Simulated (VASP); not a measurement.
The system is LiGeN.

```
Li Ge N
1.0
     2.98707    0.00000    0.00000
    -1.49353    2.58688    0.00000
     0.00000    0.00000    9.35306
Li Ge N
2 2 2
Cartesian
  1.4935 0.8623 6.9510
  0.0000 1.7246 2.2745
  0.0000 0.0000 4.6656
  0.0000 0.0000 9.3421
  0.0000 1.7246 5.6364
  1.4935 0.8623 0.9599
```

Base run:

```yaml
Program: VASP 6.6.1
Functional: r2SCAN
Potentials_or_basis: VASP PAW PBE potentials, release 64 (Li_sv, Ge_d, N)
Cutoff: 520 eV
k_mesh: 12 × 12 × 4
Occupations: gaussian, width 0.01 eV
Spin: no spin polarisation
```

Its results: band gap on the k mesh 1.86 eV (least direct gap 2.83 eV); largest force 0.087 eV/Å.

Problem. The run is repeated on the same cell with these changes: k mesh from 12 × 12 × 4 to 9 × 9 × 2. What comes out?

Solution. Band gap on the k mesh 2.05 eV (least direct gap 2.81 eV); largest force 0.087 eV/Å.

Caveats: the PAW data sets were made with another functional, which shifts forces and pressure a little.

A k mesh can miss the band edges.
